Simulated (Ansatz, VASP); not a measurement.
Sb in VASP and in Ansatz

```
Sb
1.0
     3.25146    0.00000    0.00000
    -1.62573    2.81584    0.00000
     0.00000    0.00000   11.02887
Sb
4
Direct
  0.00000 0.00000 0.00000
  0.00000 0.00000 0.50000
  0.33333 0.66667 0.25000
  0.66667 0.33333 0.75000
```

Alike in both runs: task single point; functional PBE; k mesh 14 × 14 × 4; occupations fermi-dirac, width 0.1 eV; no spin polarisation.

```csv
,VASP,Ansatz
version,VASP 6.6.1,Ansatz 0.2.0
potentials or method,"VASP PAW PBE potentials, release 64 (Sb), cutoff 520 eV","plane waves (420 eV) with PAW, scalar-relativistic"
valence electrons in the cell,20,60
```

|  | VASP | Ansatz | Ansatz less VASP |
| --- | --- | --- | --- |
| pressure (GPa) | 5.9 | 6.0 | +0.13 |
| traceless stress, the component that is largest in VASP (GPa) | -0.55 | -0.54 | +0.008 |

VASP's potentials hold 20 valence electrons a cell and Ansatz's 60, so a difference there can come from the potentials and not from the codes.

Neither program's run includes spin-orbit coupling.
